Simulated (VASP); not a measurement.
# Sn2PbO3 (P4/nmm) in VASP: a series of runs

The runs below take Sn2PbO3 through single point, relaxation of cell and atoms, with PBE.

Program: VASP 6.6.1. These are calculated values, not measurements. Logs are shortened: lines on timing, memory, paths and dates and some standing lists are left out, and cuts for length are marked.

## Step 1: The cell of the first run

Symmetry: P4/nmm, No. 129, tetragonal system. Conventional cell: a = 3.923 Å, b = 3.923 Å, c = 15.888 Å, α = 90.00°, β = 90.00°, γ = 90.00°. Sn (site symmetry 4mm) has 4 O at 2.27 Å within 3.0 Å. Within 3.0 Å of Sn (site symmetry 4mm) lie 4 O at 2.27 Å. Pb (site symmetry 4mm) has 4 O at 2.32 Å within 3.1 Å. O (site symmetry 2mm) has 2 Sn at 2.27 Å and 2 Pb at 2.32 Å and 4 O at 2.77 Å within 3.0 Å. Within 3.0 Å of O (site symmetry -4m2) lie 4 Sn at 2.27 Å and 4 O at 2.77 Å.

## Step 2: Single point, PBE

INCAR reads:

```
ALGO     = Normal         # electronic algorithm
EDIFF    = 1E-6           # SCF threshold, eV
ENCUT    = 600            # plane-wave cutoff, eV
GGA      = PE             # functional
GGA_COMPAT= F            
ISIF     = 2              # what is computed and relaxed
ISMEAR   = 0              # smearing method
LASPH    = T              # aspherical terms in the spheres
LCHARG   = F              # write CHGCAR
LREAL    = F              # projectors in reciprocal space
LWAVE    = F              # write WAVECAR
NBANDS   = 72             # bands
NELM     = 120            # most SCF steps
PREC     = Accurate       # precision mode
SIGMA    = 0.1            # smearing width, eV
```

KPOINTS reads:

```
k-points
0
Gamma
  4 4 1
```

POSCAR reads:

```
Sn2PbO3
1.0
    3.9228498226      0.0000000000      0.0000000000
    0.0000000000      3.9228498226      0.0000000000
    0.0000000000      0.0000000000     15.8884299243
Sn Pb O
4 2 6
Direct
    0.0000000000      0.5000000000      0.7548034935
    0.5000000000      1.0000000000      0.9282081274
    1.0000000000      0.5000000000      0.0717918726
    0.5000000000      1.0000000000      0.2451965065
    0.5000000000      0.0000000000      0.6048529544
    0.0000000000      0.5000000000      0.3951470456
    0.5000000000      0.5000000000      0.6833100595
    0.0000000000      0.0000000000      0.6833100595
    0.5000000000      0.5000000000      0.0000000000
    0.0000000000      0.0000000000      0.0000000000
    0.0000000000      0.0000000000      0.3166899405
    0.5000000000      0.5000000000      0.3166899405
```

Potentials or basis: VASP PAW PBE potentials, release 64 (Sn_d, Pb_d, O).

Command:

```sh
$ cat potpaw_PBE.64/Sn_d/POTCAR potpaw_PBE.64/Pb_d/POTCAR potpaw_PBE.64/O/POTCAR > POTCAR
$ mpirun -np 1 vasp_std > vasp.out
```

OUTCAR:

```text
EDIFF = 1E-6
   ENCUT = 600
   GGA = PE
   ISIF = 2
   ISMEAR = 0
   LASPH = T
   LREAL = F
   NELM = 120
   PREC = Accurate

 ion  position               nearest neighbor table
   1  0.000  0.500  0.755-   7 2.27   8 2.27   8 2.27   7 2.27   5 3.66   5 3.66   5 3.66   5 3.66

   2  0.500  0.000  0.928-   9 2.27  10 2.27   9 2.27  10 2.27   3 3.59   3 3.59   3 3.59   3 3.59

   3  0.000  0.500  0.072-   9 2.27  10 2.27  10 2.27   9 2.27   2 3.59   2 3.59   2 3.59   2 3.59

   4  0.500  0.000  0.245-  11 2.27  12 2.27  12 2.27  11 2.27   6 3.66   6 3.66   6 3.66   6 3.66

   5  0.500  0.000  0.605-   7 2.32   8 2.32   7 2.32   8 2.32   1 3.66   1 3.66   1 3.66   1 3.66

   6  0.000  0.500  0.395-  11 2.32  12 2.32  11 2.32  12 2.32   4 3.66   4 3.66   4 3.66   4 3.66

   7  0.500  0.500  0.683-   1 2.27   1 2.27   5 2.32   5 2.32
   8  0.000  0.000  0.683-   1 2.27   1 2.27   5 2.32   5 2.32
   9  0.500  0.500  0.000-   2 2.27   3 2.27   2 2.27   3 2.27
  10  0.000  0.000  0.000-   2 2.27   3 2.27   3 2.27   2 2.27
  11  0.000  0.000  0.317-   4 2.27   4 2.27   6 2.32   6 2.32
  12  0.500  0.500  0.317-   4 2.27   4 2.27   6 2.32   6 2.32

  LATTYP: Found a simple tetragonal cell.
 ALAT       =     3.9228498226
 C/A-ratio  =     4.0502264024

  Lattice vectors:

 A1 = (   3.9228498226,   0.0000000000,   0.0000000000)
 A2 = (   0.0000000000,   3.9228498226,   0.0000000000)
 A3 = (   0.0000000000,   0.0000000000,  15.8884299243)

Analysis of symmetry for initial positions (statically):
=====================================================================
 Subroutine PRICEL returns:
 Original cell was already a primitive cell.

 Routine SETGRP: Setting up the symmetry group for a
 simple tetragonal supercell.

 Subroutine GETGRP returns: Found 16 space group operations
 (whereof  8 operations were pure point group operations)
 out of a pool of 16 trial point group operations.

The static configuration has the point symmetry D_2d.
 The point group associated with its full space group is D_4h.

Analysis of symmetry for dynamics (positions and initial velocities):
=====================================================================
 Subroutine PRICEL returns:
 Original cell was already a primitive cell.

 Routine SETGRP: Setting up the symmetry group for a
 simple tetragonal supercell.

 Subroutine GETGRP returns: Found 16 space group operations
 (whereof  8 operations were pure point group operations)
 out of a pool of 16 trial point group operations.

The dynamic configuration has the point symmetry D_2d.
 The point group associated with its full space group is D_4h.

 Subroutine INISYM returns: Found 16 space group operations
 (whereof  8 operations are pure point group operations),
 and found     1 'primitive' translations

----------------------------------------------------------------------------------------

                                     Primitive cell

  volume of cell :     244.5031

  direct lattice vectors                    reciprocal lattice vectors
     3.922849823  0.000000000  0.000000000     0.254916717  0.000000000  0.000000000
     0.000000000  3.922849823  0.000000000     0.000000000  0.254916717  0.000000000
     0.000000000  0.000000000 15.888429924     0.000000000  0.000000000  0.062938881

  length of vectors
     3.922849823  3.922849823 15.888429924     0.254916717  0.254916717  0.062938881

  position of ions in fractional coordinates (direct lattice)
     0.000000000  0.500000000  0.754803493
     0.500000000  0.000000000  0.928208127
     0.000000000  0.500000000  0.071791873
     0.500000000  0.000000000  0.245196507
     0.500000000  0.000000000  0.604852954
     0.000000000  0.500000000  0.395147046
     0.500000000  0.500000000  0.683310060
     0.000000000  0.000000000  0.683310060
     0.500000000  0.500000000  0.000000000
     0.000000000  0.000000000  0.000000000
     0.000000000  0.000000000  0.316689940
     0.500000000  0.500000000  0.316689940

  ion indices of the primitive-cell ions
   primitive index   ion index
                 1           1
                 2           2
                 3           3
                 4           4
                 5           5
                 6           6
                 7           7
                 8           8
                 9           9
                10          10
                11          11
                12          12

----------------------------------------------------------------------------------------

 KPOINTS: k-points

Automatic generation of k-mesh.
 Grid dimensions read from file:
 generate k-points for:    4    4    1

 Generating k-lattice:

  Cartesian coordinates                     Fractional coordinates (reciprocal lattice)
     0.063729179  0.000000000  0.000000000     0.250000000  0.000000000  0.000000000
     0.000000000  0.063729179  0.000000000     0.000000000  0.250000000  0.000000000
     0.000000000  0.000000000  0.062938881     0.000000000  0.000000000  1.000000000

  Length of vectors
     0.063729179  0.063729179  0.062938881

  Shift w.r.t. Gamma in fractional coordinates (k-lattice)
     0.000000000  0.000000000  0.000000000

 Subroutine IBZKPT returns following result:
 ===========================================

 Found      6 irreducible k-points:

 Following reciprocal coordinates:
            Coordinates               Weight
  0.000000  0.000000  0.000000      1.000000
  0.250000  0.000000  0.000000      4.000000
  0.500000  0.000000  0.000000      2.000000
  0.250000  0.250000  0.000000      4.000000
  0.500000  0.250000  0.000000      4.000000
  0.500000  0.500000  0.000000      1.000000
   k-points           NKPTS =      6   k-points in BZ     NKDIM =      6   number of bands    NBANDS=     72
   number of dos      NEDOS =    301   number of ions     NIONS =     12
   total plane-waves  NPLWV = 131072
   dimension x,y,z NGX =    32 NGY =   32 NGZ =  128
   dimension x,y,z NGXF=    64 NGYF=   64 NGZF=  256
   ions per type =               4   2   6
   NGX,Y,Z   is equivalent  to a cutoff of  13.56, 13.56, 13.39 a.u.
   NGXF,Y,Z  is equivalent  to a cutoff of  27.12, 27.12, 26.79 a.u.
 SYSTEM =  unknown system
   PREC   = accura    normal or accurate (medium, high low for compatibility)
   ISTART =      0    job   : 0-new  1-cont  2-samecut
   ICHARG =      2    charge: 1-file 2-atom 10-const
   ISPIN  =      1    spin polarized calculation?
   LNONCOLLINEAR =      F non collinear calculations
   LSORBIT =      F    spin-orbit coupling
   LASPH  =      T    aspherical Exc in radial PAW
   ENCUT  =  600.0 eV  44.10 Ry    6.64 a.u.   7.83  7.83 31.73*2*pi/ulx,y,z
   NELM   =    120;   NELMIN=  2; NELMDL= -5     # of ELM steps
   EDIFF  = 0.1E-05   stopping-criterion for ELM
   LREAL  =      F    real-space projection
   EDIFFG = 0.1E-04   stopping-criterion for IOM
   NSW    =      0    number of steps for IOM
   IBRION =     -1    ionic relax: 0-MD 1-quasi-New 2-CG
   NFREE  =      0    steps in history (QN), initial steepest desc. (CG)
   ISIF   =      2    stress and relaxation
   ISYM   =      2    0-nonsym 1-usesym 2-fastsym
   POTIM  = 0.5000    time-step for ionic-motion
   TEBEG  =    0.0;   TEEND  =   0.0 temperature during run
   PSTRESS=    0.0 pullay stress
   NELECT =     120.0000    total number of electrons
   NUPDOWN=      -1.0000    fix difference up-down
   EMIN   =  10.00;   EMAX   =-10.00  energy-range for DOS
   EFERMI =   0.00;   METHOD = LEGACY
   ISMEAR =     0;   SIGMA  =   0.10  broadening in eV -4-tet -1-fermi 0-gaus
   EFERMI_NEDOS =   21; number of points for ismear=-14 and -15
   IALGO  =     38    algorithm
   IMIX   =      4    mixing-type and parameters
     AMIX     =   0.40;   BMIX     =  1.00
     AMIX_MAG =   1.60;   BMIX_MAG =  1.00
  volume/ion in A,a.u.               =      20.38       137.50
  Fermi-wavevector in a.u.,A,eV,Ry     =   1.291340  2.440278 22.688503  1.667558
  Thomas-Fermi vector in A             =   2.423116
   LORBIT       =      0    0 simple, 1 ext, 2 COOP (PROOUT), +10 PAW based schemes
   GGA     = PE    functional components
   LHFCALC =     F    Hartree Fock is set to
   AEXX    =    0.0000 exact exchange contribution
   IVDW    =     0    specifies the selected vdW correction
   LEPSILON=     F    determine dielectric tensor
   LRPA    =     F    only Hartree local field effects (RPA)
 non-spin polarized calculation
 Gauss-broadening in eV      SIGMA  =   0.10
  energy-cutoff  :      600.00
  volume of cell :      244.50
 maximum number of plane-waves:      8200
 NGX is ok and might be reduce to    32
   NGX = 15   NGY = 15   NGZ = 63

 number of electron     119.9999937 magnetization

 Free energy of the ion-electron system (eV)
  ---------------------------------------------------
  ext. energy  EPLUGINS =         0.00000000
  ---------------------------------------------------
  free energy    TOTEN  =       -66.87032481 eV

  energy without entropy =      -66.87032481  energy(sigma->0) =      -66.87032481

 E-fermi :   5.7867     XC(G=0):  -9.4928

 val. band max:        5.3399577746   @ k =   0.0000   0.0000   0.0000
 cond. band min:       6.2254376338   @ k =   0.5000   0.5000   0.0000
 fundamental gap:      0.8854798591
 Fermi energy:         5.7866520091

 k-point     1 :       0.0000    0.0000    0.0000
  band No.  band energies     occupation
      1     -16.0070      2.00000
      2     -15.8584      2.00000
      3     -15.8582      2.00000
      4     -15.6672      2.00000
      5     -15.6637      2.00000
      6     -15.6637      2.00000
[... 64 lines left out ...]
     71      10.5780      0.00000
     72      10.5780      0.00000
[... 373 lines left out ...]
     71      10.3903      0.00000
     72      10.3910      0.00000

------------------------ aborting loop because EDIFF is reached ----------------------------------------

  FORCE on cell =-STRESS in cart. coord.  units (eV):
  Direction    XX          YY          ZZ          XY          YZ          ZX
  --------------------------------------------------------------------------------------
  -------------------------------------------------------------------------------------
  Total        0.1579755      0.1579755      0.2146392      0.0000000      0.0000000      0.0000000
  in kB        1.0351799      1.0351799      1.4064852      0.0000000      0.0000000      0.0000000
  external PRESSURE =       1.1589484 kB  Pullay stress =       0.0000000 kB

 VOLUME and BASIS-vectors are now :
 -----------------------------------------------------------------------------
  energy-cutoff  :      600.00
  volume of cell :      244.50
      direct lattice vectors                 reciprocal lattice vectors
     3.922849823  0.000000000  0.000000000     0.254916717  0.000000000  0.000000000
     0.000000000  3.922849823  0.000000000     0.000000000  0.254916717  0.000000000
     0.000000000  0.000000000 15.888429924     0.000000000  0.000000000  0.062938881

 POSITION                                       TOTAL-FORCE (eV/Angst)
 -----------------------------------------------------------------------------------
      0.00000      1.96142     11.99264        -0.000000     -0.000000      0.067816
      1.96142      0.00000     14.74777         0.000000      0.000000     -0.070317
      0.00000      1.96142      1.14066        -0.000000      0.000000      0.070317
      1.96142      0.00000      3.89579         0.000000      0.000000     -0.067816
      1.96142      0.00000      9.61016         0.000000      0.000000     -0.032917
      0.00000      1.96142      6.27827        -0.000000     -0.000000      0.032917
      1.96142      1.96142     10.85672         0.000000      0.000000     -0.017700
      0.00000      0.00000     10.85672        -0.000000      0.000000     -0.017700
      1.96142      1.96142      0.00000        -0.000000      0.000000      0.000000
      0.00000      0.00000      0.00000        -0.000000     -0.000000      0.000000
      0.00000      0.00000      5.03171        -0.000000     -0.000000      0.017700
      1.96142      1.96142      5.03171        -0.000000     -0.000000      0.017700
 -----------------------------------------------------------------------------------
    total drift:                                0.000000      0.000000      0.000000

  FREE ENERGIE OF THE ION-ELECTRON SYSTEM (eV)
  ---------------------------------------------------
  free  energy   TOTEN  =       -66.8703248065 eV

  energy  without entropy=      -66.8703248065  energy(sigma->0) =      -66.87032481
```

Wall time 91 s (1 thread of Intel Xeon 6975P-C (Granite Rapids), shared host); peak memory 0.39 GiB.

What came out:

```
Free energy            : -66.8703 eV
Pressure               : 0.1 GPa
Largest force          : 0.070 eV/Å
Band gap on the k mesh : 0.89 eV (least direct gap 1.27 eV)
```

Forces on the atoms (eV/Å):
```
Sn   0.000  0.000  0.068
Sn   0.000  0.000 -0.070
Sn   0.000  0.000  0.070
Sn   0.000  0.000 -0.068
Pb   0.000  0.000 -0.033
Pb   0.000  0.000  0.033
O    0.000  0.000 -0.018
O    0.000  0.000 -0.018
O    0.000  0.000  0.000
O    0.000  0.000  0.000
O    0.000  0.000  0.018
O    0.000  0.000  0.018
```

Levels at points of the mesh, in eV from the valence-band top:
```tsv
k point	band 57	band 58	band 59	band 60	band 61	band 62	band 63	band 64
(0.00, 0.00, 0.00)	-2.42	-1.22	-1.07	0.00	1.27	1.80	1.94	3.76
(0.50, 0.00, 0.00)	-1.61	-1.61	-1.29	-1.29	1.87	1.87	2.98	2.98
(0.50, 0.50, 0.00)	-1.71	-1.71	-1.47	-1.47	0.89	0.89	2.01	2.01
```

Caveat: spin-orbit coupling is left out, which moves the levels of the heavy elements; an odd mesh through Γ misses points on the zone boundary, where band edges can lie.

[end of part 1 of 2]
